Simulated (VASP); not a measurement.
A run of VASP 6.6.1:

The input INCAR:

```
SYSTEM = CdF2
  PREC = Accurate
  ENCUT = 700
  EDIFF = 1E-6
  ISMEAR = 0
  SIGMA = 0.01
  LREAL = .FALSE.
  LASPH = .TRUE.
  NELM = 120
  ALGO = Normal
  ISIF = 2
  LWAVE = .FALSE.
  LCHARG = .FALSE.
  GGA = PS
  NBANDS = 24
  GGA_COMPAT = .FALSE.
```

The input KPOINTS:

```
Automatic mesh
0
G
  8 8 8
  0 0 0
```

POSCAR

```
CdF2
1.0
    2.6616624146      2.6616624146      0.0000000000
   -2.6616624146      2.6616624146      0.0000000000
    0.0000000000      2.6616624146      2.6616624146
Cd F
1 2
Direct
    0.0000000000      0.0000000000      0.0000000000
    0.2500000000      0.7500000000      0.5000000000
    0.7500000000      0.2500000000      0.5000000000
```

Potentials or basis: VASP PAW PBE potentials, release 64 (Cd_sv_GW, F).

Launch:

```sh
$ cat potpaw_PBE.64/Cd_sv_GW/POTCAR potpaw_PBE.64/F/POTCAR > POTCAR
$ mpirun -np 1 vasp_std > vasp.out
```

Hardware: 1 thread of Intel(R) Xeon(R) Platinum 8375C CPU @ 2.90GHz (Ice Lake), on a shared host.

**Question.** Estimate the wall time of this run.

**Answer.** Wall time 25 s on 1 thread of Intel(R) Xeon(R) Platinum 8375C CPU @ 2.90GHz (Ice Lake), on a shared host, peak memory 0.2 GiB. Counts: scf iterations 14, k points 29.
